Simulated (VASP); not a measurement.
# FeO (Fm-3m) in VASP: further runs

FeO is run at these levels: r2SCAN; tasks: single point.

Everything below comes from runs of VASP 6.6.1. Logs are shortened: lines on timing, memory, paths and dates and some standing lists are left out, and cuts for length are marked.

## Step 1: The cell of the first run

Symmetry: Fm-3m, No. 225, cubic system. The conventional cell has a = 4.311 Å, b = 4.311 Å, c = 4.311 Å, α = 90.00°, β = 90.00°, γ = 90.00°. Fe (site symmetry m-3m) has 6 O at 2.16 Å within 2.9 Å. Within 2.9 Å of O (site symmetry m-3m) lie 6 Fe at 2.16 Å.

## Step 2: Single point, r2SCAN, collinear spin, zero start

Input file POSCAR:

```
FeO
1.0
    0.0000000000      2.1554000000      2.1554000000
    2.1554000000      0.0000000000      2.1554000000
    2.1554000000      2.1554000000      0.0000000000
Fe O
1 1
Direct
    0.0000000000      0.0000000000      0.0000000000
    0.5000000000      0.5000000000      0.5000000000
```

Input file INCAR.step1:

```
ALGO = Normal
EDIFF = 1E-5
ENCUT = 660
GGA = PE
GGA_COMPAT = False
ISMEAR = -1
ISPIN = 2
LASPH = True
LCHARG = False
LMAXMIX = 4
LREAL = False
LWAVE = True
MAGMOM = 0 0
NBANDS = 18
NELM = 200
NUPDOWN = 0.0
PREC = Accurate
SIGMA = 0.15
```

Input file INCAR.step2:

```
ALGO = Normal
EDIFF = 1E-6
ENCUT = 660
GGA_COMPAT = False
ISIF = 2
ISMEAR = -1
ISPIN = 2
ISTART = 1
LASPH = True
LCHARG = False
LMAXMIX = 4
LMIXTAU = True
LORBIT = 11
LREAL = False
LWAVE = False
MAGMOM = 0 0
METAGGA = R2SCAN
NBANDS = 18
NELM = 200
NUPDOWN = 0.0
PREC = Accurate
SIGMA = 0.15
```

Input file KPOINTS:

```
k-points
0
Gamma
  9 9 9
```

Potentials or basis: VASP PAW PBE potentials, release 64 (Fe, O).

Started as:

```bash
$ cat potpaw_PBE.64/Fe/POTCAR potpaw_PBE.64/O/POTCAR > POTCAR
$ cp INCAR.step1 INCAR
$ mpirun -np 1 vasp_std > vasp.out
$ cp INCAR.step2 INCAR
$ mpirun -np 1 vasp_std > vasp.out
```

OUTCAR:

```text
EDIFF = 1E-6
   ENCUT = 660
   ISIF = 2
   ISMEAR = -1
   ISPIN = 2
   ISTART = 1
   LASPH = True
   LORBIT = 11
   LREAL = False
   METAGGA = R2SCAN
   NELM = 200
   NUPDOWN = 0.0
   PREC = Accurate

 ion  position               nearest neighbor table
   1  0.000  0.000  0.000-   2 2.16   2 2.16   2 2.16   2 2.16   2 2.16   2 2.16
   2  0.500  0.500  0.500-   1 2.16   1 2.16   1 2.16   1 2.16   1 2.16   1 2.16

  LATTYP: Found a face centered cubic cell.
 ALAT       =     4.3108000000

  Lattice vectors:

 A1 = (   0.0000000000,   2.1554000000,   2.1554000000)
 A2 = (   2.1554000000,   0.0000000000,   2.1554000000)
 A3 = (   2.1554000000,   2.1554000000,   0.0000000000)

Analysis of symmetry for initial positions (statically):
=====================================================================
 Subroutine PRICEL returns:
 Original cell was already a primitive cell.

 Routine SETGRP: Setting up the symmetry group for a
 face centered cubic supercell.

 Subroutine GETGRP returns: Found 48 space group operations
 (whereof 48 operations were pure point group operations)
 out of a pool of 48 trial point group operations.

The static configuration has the point symmetry O_h .

Analysis of symmetry for dynamics (positions and initial velocities):
=====================================================================
 Subroutine PRICEL returns:
 Original cell was already a primitive cell.

 Routine SETGRP: Setting up the symmetry group for a
 face centered cubic supercell.

 Subroutine GETGRP returns: Found 48 space group operations
 (whereof 48 operations were pure point group operations)
 out of a pool of 48 trial point group operations.

The dynamic configuration has the point symmetry O_h .

Analysis of structural, dynamic, and magnetic symmetry:
=====================================================================
 Subroutine PRICEL returns:
 Original cell was already a primitive cell.

 Routine SETGRP: Setting up the symmetry group for a
 face centered cubic supercell.

 Subroutine GETGRP returns: Found 48 space group operations
 (whereof 48 operations were pure point group operations)
 out of a pool of 48 trial point group operations.

The overall configuration has the point symmetry O_h .

 Subroutine INISYM returns: Found 48 space group operations
 (whereof 48 operations are pure point group operations),
 and found     1 'primitive' translations

----------------------------------------------------------------------------------------

                                     Primitive cell

  volume of cell :      20.0269

  direct lattice vectors                    reciprocal lattice vectors
     0.000000000  2.155400000  2.155400000    -0.231975503  0.231975503  0.231975503
     2.155400000  0.000000000  2.155400000     0.231975503 -0.231975503  0.231975503
     2.155400000  2.155400000  0.000000000     0.231975503  0.231975503 -0.231975503

  length of vectors
     3.048195912  3.048195912  3.048195912     0.401793358  0.401793358  0.401793358

  position of ions in fractional coordinates (direct lattice)
     0.000000000  0.000000000  0.000000000
     0.500000000  0.500000000  0.500000000

  ion indices of the primitive-cell ions
   primitive index   ion index
                 1           1
                 2           2

----------------------------------------------------------------------------------------

 KPOINTS: k-points

Automatic generation of k-mesh.
 Grid dimensions read from file:
 generate k-points for:    9    9    9

 Generating k-lattice:

  Cartesian coordinates                     Fractional coordinates (reciprocal lattice)
    -0.025775056  0.025775056  0.025775056     0.111111111  0.000000000  0.000000000
     0.025775056 -0.025775056  0.025775056     0.000000000  0.111111111  0.000000000
     0.025775056  0.025775056 -0.025775056     0.000000000  0.000000000  0.111111111

  Length of vectors
     0.044643706  0.044643706  0.044643706

  Shift w.r.t. Gamma in fractional coordinates (k-lattice)
     0.000000000  0.000000000  0.000000000

 Subroutine IBZKPT returns following result:
 ===========================================

 Found     35 irreducible k-points:

 Following reciprocal coordinates:
            Coordinates               Weight
  0.000000  0.000000  0.000000      1.000000
  0.111111  0.000000  0.000000      8.000000
  0.222222  0.000000  0.000000      8.000000
  0.333333  0.000000  0.000000      8.000000
  0.444444  0.000000  0.000000      8.000000
  0.111111  0.111111  0.000000      6.000000
[... 16 lines left out ...]
 -0.333333  0.333333  0.000000     12.000000
  0.444444  0.444444  0.000000      6.000000
 [... further k-points ...]
   k-points           NKPTS =     35   k-points in BZ     NKDIM =     35   number of bands    NBANDS=     18
   number of dos      NEDOS =    301   number of ions     NIONS =      2
   total plane-waves  NPLWV =  21952
   dimension x,y,z NGX =    28 NGY =   28 NGZ =   28
   dimension x,y,z NGXF=    56 NGYF=   56 NGZF=   56
   ions per type =               1   1
   NGX,Y,Z   is equivalent  to a cutoff of  15.27, 15.27, 15.27 a.u.
   NGXF,Y,Z  is equivalent  to a cutoff of  30.54, 30.54, 30.54 a.u.
 SYSTEM =  unknown system
   PREC   = accura    normal or accurate (medium, high low for compatibility)
   ISTART =      1    job   : 0-new  1-cont  2-samecut
   ICHARG =      0    charge: 1-file 2-atom 10-const
   ISPIN  =      2    spin polarized calculation?
   LNONCOLLINEAR =      F non collinear calculations
   LSORBIT =      F    spin-orbit coupling
   LASPH  =      T    aspherical Exc in radial PAW
   ENCUT  =  660.0 eV  48.51 Ry    6.96 a.u.   6.39  6.39  6.39*2*pi/ulx,y,z
   NELM   =    200;   NELMIN=  2; NELMDL=  0     # of ELM steps
   EDIFF  = 0.1E-05   stopping-criterion for ELM
   LREAL  =      F    real-space projection
   EDIFFG = 0.1E-04   stopping-criterion for IOM
   NSW    =      0    number of steps for IOM
   IBRION =     -1    ionic relax: 0-MD 1-quasi-New 2-CG
   NFREE  =      0    steps in history (QN), initial steepest desc. (CG)
   ISIF   =      2    stress and relaxation
   ISYM   =      2    0-nonsym 1-usesym 2-fastsym
   POTIM  = 0.5000    time-step for ionic-motion
   TEBEG  =    0.0;   TEEND  =   0.0 temperature during run
   PSTRESS=    0.0 pullay stress
   NELECT =      14.0000    total number of electrons
   NUPDOWN=       0.0000    fix difference up-down
   EMIN   =  10.00;   EMAX   =-10.00  energy-range for DOS
   EFERMI =   0.00;   METHOD = LEGACY
   ISMEAR =    -1;   SIGMA  =   0.15  broadening in eV -4-tet -1-fermi 0-gaus
   EFERMI_NEDOS =   21; number of points for ismear=-14 and -15
   IALGO  =     38    algorithm
   IMIX   =      4    mixing-type and parameters
     AMIX     =   0.40;   BMIX     =  1.00
     AMIX_MAG =   1.60;   BMIX_MAG =  1.00
  volume/ion in A,a.u.               =      10.01        67.57
  Fermi-wavevector in a.u.,A,eV,Ry     =   1.452935  2.745650 28.722187  2.111021
  Thomas-Fermi vector in A             =   2.570260
   LORBIT       =     11    0 simple, 1 ext, 2 COOP (PROOUT), +10 PAW based schemes
   METAGGA = R2SCAN    functional components
   LHFCALC =     F    Hartree Fock is set to
   AEXX    =    0.0000 exact exchange contribution
   IVDW    =     0    specifies the selected vdW correction
   LEPSILON=     F    determine dielectric tensor
   LRPA    =     F    only Hartree local field effects (RPA)
 spin polarized calculation
  energy-cutoff  :      660.00
  volume of cell :       20.03
 maximum number of plane-waves:       785
 NGX is ok and might be reduce to    28
   NGX = 13   NGY = 13   NGZ = 13

 number of electron      13.9999997 magnetization      -0.0000000

 number of electron      13.9999997 magnetization       0.0000000

 Free energy of the ion-electron system (eV)
  ---------------------------------------------------
  ext. energy  EPLUGINS =         0.00000000
  ---------------------------------------------------
  free energy    TOTEN  =       -21.12634435 eV

  energy without entropy =      -21.04624770  energy(sigma->0) =      -21.08629603

 E-fermi :   5.4320     XC(G=0): -12.7958

 val. band max:        5.3439216026   @ k =   0.1111   0.1111   0.0000
 cond. band min:       5.4871821007   @ k =   0.2222   0.2222   0.0000
 fundamental gap:      0.1432604982
 Fermi energy:         5.4319755483

 spin component 1

 k-point     1 :       0.0000    0.0000    0.0000
  band No.  band energies     occupation
      1     -16.0957      1.00000
      2       1.6908      1.00000
      3       1.6908      1.00000
      4       1.6908      1.00000
      5       3.7171      0.99999
      6       3.7177      0.99999
[... 10 lines left out ...]
     17      28.5544      0.00000
     18      31.3816      0.00000

 k-point     2 :       0.1111    0.0000    0.0000
  band No.  band energies     occupation
      1     -15.9847      1.00000
      2       0.8680      1.00000
      3       1.3532      1.00000
      4       1.3532      1.00000
      5       3.8550      0.99997
      6       3.8554      0.99997
[... 10 lines left out ...]
     17      29.7975      0.00000
     18      33.3323      0.00000

 k-point     3 :       0.2222    0.0000    0.0000
  band No.  band energies     occupation
      1     -15.6905      1.00000
      2      -0.6144      1.00000
      3       0.7108      1.00000
      4       0.7109      1.00000
      5       4.1451      0.99981
      6       4.1455      0.99981
[... 412 lines left out ...]
 k-point    23 :      -0.3333    0.3333    0.0000
  band No.  band energies     occupation
      1     -14.9731      1.00000
      2      -1.5218      1.00000
      3      -1.0560      1.00000
      4      -0.0059      1.00000
      5       4.2391      0.99965
      6       4.6821      0.99330
[... 10 lines left out ...]
     17      35.0756      0.00000
     18      36.8911      0.00000

 k-point    24 :       0.4444    0.4444    0.0000
  band No.  band energies     occupation
      1     -15.0683      1.00000
      2      -1.6603      1.00000
      3       0.6003      1.00000
      4       0.6003      1.00000
      5       2.6779      1.00000
      6       4.9531      0.96056
[... 10 lines left out ...]
     17      36.8290      0.00000
     18      36.8290      0.00000

 [... further k-points ...]

 spin component 2

 k-point     1 :       0.0000    0.0000    0.0000
  band No.  band energies     occupation
      1     -16.0957      1.00000
      2       1.6908      1.00000
      3       1.6908      1.00000
      4       1.6908      1.00000
      5       3.7171      0.99999
      6       3.7177      0.99999
[... 10 lines left out ...]
     17      28.5544      0.00000
     18      31.3817      0.00000

 k-point     2 :       0.1111    0.0000    0.0000
  band No.  band energies     occupation
      1     -15.9847      1.00000
      2       0.8680      1.00000
      3       1.3532      1.00000
      4       1.3532      1.00000
      5       3.8550      0.99997
      6       3.8554      0.99997
[... 10 lines left out ...]
     17      29.7975      0.00000
     18      33.3316      0.00000

 k-point     3 :       0.2222    0.0000    0.0000
  band No.  band energies     occupation
      1     -15.6905      1.00000
      2      -0.6144      1.00000
      3       0.7108      1.00000
      4       0.7109      1.00000
      5       4.1451      0.99981
      6       4.1455      0.99981
[... 412 lines left out ...]
 k-point    23 :      -0.3333    0.3333    0.0000
  band No.  band energies     occupation
      1     -14.9730      1.00000
      2      -1.5218      1.00000
      3      -1.0560      1.00000
      4      -0.0059      1.00000
      5       4.2391      0.99965
      6       4.6821      0.99330
[... 10 lines left out ...]
     17      35.0756      0.00000
     18      36.8911      0.00000

 k-point    24 :       0.4444    0.4444    0.0000
  band No.  band energies     occupation
      1     -15.0683      1.00000
      2      -1.6603      1.00000
      3       0.6003      1.00000
      4       0.6003      1.00000
      5       2.6779      1.00000
      6       4.9531      0.96056
[... 10 lines left out ...]
     17      36.8290      0.00000
     18      36.8290      0.00000

 [... further k-points ...]
[... 5 lines left out ...]
  --------------------------------------------------------------------------------------
  -------------------------------------------------------------------------------------
  Total       -3.5918929     -3.5918929     -3.5918929      0.0000000      0.0000000     -0.0000000
  in kB     -287.3560413   -287.3560413   -287.3560413      0.0000000      0.0000000     -0.0000000
  external PRESSURE =    -287.3560413 kB  Pullay stress =       0.0000000 kB

 VOLUME and BASIS-vectors are now :
 -----------------------------------------------------------------------------
  energy-cutoff  :      660.00
  volume of cell :       20.03
      direct lattice vectors                 reciprocal lattice vectors
     0.000000000  2.155400000  2.155400000    -0.231975503  0.231975503  0.231975503
     2.155400000  0.000000000  2.155400000     0.231975503 -0.231975503  0.231975503
     2.155400000  2.155400000  0.000000000     0.231975503  0.231975503 -0.231975503

 POSITION                                       TOTAL-FORCE (eV/Angst)
 -----------------------------------------------------------------------------------
      0.00000      0.00000      0.00000        -0.000000     -0.000000     -0.000000
      2.15540      2.15540      2.15540         0.000000      0.000000      0.000000
 -----------------------------------------------------------------------------------
    total drift:                                0.000000      0.000000      0.000000

  FREE ENERGIE OF THE ION-ELECTRON SYSTEM (eV)
  ---------------------------------------------------
  free  energy   TOTEN  =       -21.1263443535 eV

  energy  without entropy=      -21.0462476986  energy(sigma->0) =      -21.08629603

 total charge

# of ion       s       p       d       tot
------------------------------------------
    1        0.250   0.316   6.253   6.820
    2        1.542   3.443   0.000   4.985
--------------------------------------------------
tot          1.791   3.759   6.253  11.804

 magnetization (x)

# of ion       s       p       d       tot
------------------------------------------
    1       -0.000  -0.000   0.000  -0.000
    2        0.000  -0.000   0.000   0.000
--------------------------------------------------
tot          0.000  -0.000   0.000   0.000
```

It took 2.7 min on 1 thread of Intel Xeon Platinum 8259CL at 2.50GHz (Skylake/Cascade Lake), shared host; peak memory 0.2 GiB.

Results:

```
Free energy                                           : -21.1263 eV
Pressure                                              : -28.7 GPa
Net moment                                            : 0.00 μB per cell
Valence electrons inside the program's atomic spheres : Fe 6.82; O 4.99
```

Caveat: the cell stands under tension; the PAW data sets were made with another functional, which shifts forces and pressure a little; the total moment is fixed, so each spin has its own Fermi level.

## Step 3: Single point, r2SCAN, collinear spin, ferromagnetic start

POSCAR is that of step 2.

Input file INCAR.step1:

```
ALGO     = Normal         # electronic algorithm
EDIFF    = 1E-5           # SCF threshold, eV
ENCUT    = 660            # plane-wave cutoff, eV
GGA      = PE             # functional
GGA_COMPAT= F            
ISMEAR   = -1             # smearing method
ISPIN    = 2              # spin polarisation
LASPH    = T              # aspherical terms in the spheres
LCHARG   = F              # write CHGCAR
LMAXMIX  = 4              # l up to which the mixer works
LREAL    = F              # projectors in reciprocal space
LWAVE    = T              # write WAVECAR
MAGMOM   = 0.55 0.55      # initial moments
NBANDS   = 18             # bands
NELM     = 200            # most SCF steps
NUPDOWN  = 1.1            # fixed moment
PREC     = Accurate       # precision mode
SIGMA    = 0.15           # smearing width, eV
```

Input file INCAR.step2:

```
ALGO     = Normal         # electronic algorithm
EDIFF    = 1E-6           # SCF threshold, eV
ENCUT    = 660            # plane-wave cutoff, eV
GGA_COMPAT= F            
ISIF     = 2              # what is computed and relaxed
ISMEAR   = -1             # smearing method
ISPIN    = 2              # spin polarisation
ISTART   = 1            
LASPH    = T              # aspherical terms in the spheres
LCHARG   = F              # write CHGCAR
LMAXMIX  = 4              # l up to which the mixer works
LMIXTAU  = T            
LORBIT   = 11             # projections on sites
LREAL    = F              # projectors in reciprocal space
LWAVE    = F              # write WAVECAR
MAGMOM   = 0.55 0.55      # initial moments
METAGGA  = R2SCAN         # meta-GGA
NBANDS   = 18             # bands
NELM     = 200            # most SCF steps
NUPDOWN  = 1.1            # fixed moment
PREC     = Accurate       # precision mode
SIGMA    = 0.15           # smearing width, eV
```

KPOINTS is that of step 2.

Potentials or basis: VASP PAW PBE potentials, release 64 (Fe, O).

Started as:

```bash
$ cat potpaw_PBE.64/Fe/POTCAR potpaw_PBE.64/O/POTCAR > POTCAR
$ cp INCAR.step1 INCAR
$ mpirun -np 1 vasp_std > vasp.out
$ cp INCAR.step2 INCAR
$ mpirun -np 1 vasp_std > vasp.out
```

It took 2.9 min on 1 thread of Intel Xeon Platinum 8259CL at 2.50GHz (Skylake/Cascade Lake), shared host; peak memory 0.2 GiB.

The run converged. Its results:

```
Free energy                                           : -21.1815 eV
Pressure                                              : -26.9 GPa
Net moment                                            : 1.10 μB per cell
Site moments                                          : Fe +1.18; O -0.08 μB
Valence electrons inside the program's atomic spheres : Fe 6.83; O 4.97
```

Caveat: the cell stands under tension; the PAW data sets were made with another functional, which shifts forces and pressure a little; the total moment is fixed, so each spin has its own Fermi level and the state may be an excited one; a cell with one magnetic atom can't hold antiferromagnetic order, which such compounds often take.
